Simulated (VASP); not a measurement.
Write the native input for VASP 6.6.1 that does the following.

```yaml
Task: single point
Functional: PBE
Potentials_or_basis: VASP PAW PBE potentials, release 64 (Ti_sv, Al)
Cutoff: 520 eV
k_mesh: 12 × 8 × 8
Occupations: gaussian, width 0.1 eV
Spin: no spin polarisation
Dipole_correction: no
Further_INCAR_settings: ALGO = Fast; EDIFF = 1e-06; NBANDS = 18
```

The structure of TiAl3 lies in POSCAR:

```
TiAl3
1.0
    2.8396770000      0.0000000000      0.0000000000
    0.0000000000      4.6812640000      0.0000000000
    0.0000000000      0.0000000000      4.9007420000
Ti Al
1 3
Direct
    0.0000000000      0.5000000000      0.1659160000
    0.5000000000      0.5000000000      0.6672710000
    0.5000000000      0.0000000000      0.3309120000
    0.0000000000      0.0000000000      0.8359000000
```

The input as run:

INCAR

```
PREC = Accurate ; ENCUT = 520
EDIFF = 1E-6 ; ISMEAR = 0
SIGMA = 0.1 ; LREAL = F
LASPH = T ; NELM = 80
ALGO = Fast ; ISIF = 2
LWAVE = F ; LCHARG = F
GGA = PE ; NBANDS = 18
```

KPOINTS

```
Automatic mesh
0
Gamma
  12 8 8
```

Potentials or basis: VASP PAW PBE potentials, release 64 (Ti_sv, Al).

Command:

```sh
$ cat potpaw_PBE.64/Ti_sv/POTCAR potpaw_PBE.64/Al/POTCAR > POTCAR
$ mpirun -np 1 vasp_std > vasp.out
```

Results of the run:

```json
{
  "Pressure": "-0.1 GPa",
  "Largest force": "0.052 eV/Å"
}
```

Run time: 2.4 min on 1 thread of Intel(R) Xeon(R) 6975P-C (Granite Rapids), on a shared host, peak memory 0.31 GiB.
